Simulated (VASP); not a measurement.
Input of a VASP 6.6.1 run:

Contents of INCAR:

```
SYSTEM = Zr
PREC     = Accurate       ! precision mode
ENCUT    = 520            ! plane-wave cutoff, eV
EDIFF    = 1E-7           ! SCF threshold, eV
ISMEAR   = -1             ! smearing method
SIGMA    = 0.05           ! smearing width, eV
LREAL    = .False.        ! projectors in reciprocal space
LASPH    = .True.         ! aspherical terms in the spheres
NELM     = 60             ! most SCF steps
ALGO     = Fast           ! electronic algorithm
ISIF     = 2              ! what is computed and relaxed
LWAVE    = .False.        ! write WAVECAR
LCHARG   = .True.         ! write CHGCAR
GGA      = PE             ! functional
LELF     = .True.         ! ELF
LVHAR    = .True.       
NBANDS   = 19             ! bands
```

Contents of KPOINTS:

```
Automatic mesh
0
Gamma
  8 8 5
  0 0 0
```

POSCAR

```
Zr
1.0
    3.2320000000      0.0000000000      0.0000000000
   -1.6160000000      2.7989941050      0.0000000000
    0.0000000000      0.0000000000      4.9411200000
Zr
2
Direct
    0.6666666667      0.3333333333      0.7500000000
    0.3333333333      0.6666666667      0.2500000000
```

Potentials or basis: VASP PAW PBE potentials, release 64 (Zr_sv).

Command:

```console
$ cat potpaw_PBE.64/Zr_sv/POTCAR > POTCAR
$ mpirun -np 1 vasp_std > vasp.out
```

Problem. Estimate the pressure.

Solution. 5.0 GPa.

Problem. What does it give for the band gap on the k mesh?

Solution. Zero (bands 12 and 13 overlap by 1.07 eV).

Stress tensor (GPa, compression positive):
```
3.21 0.00 0.00
0.00 3.21 0.00
0.00 0.00 8.66
```

Caveat: the cell stands under pressure.
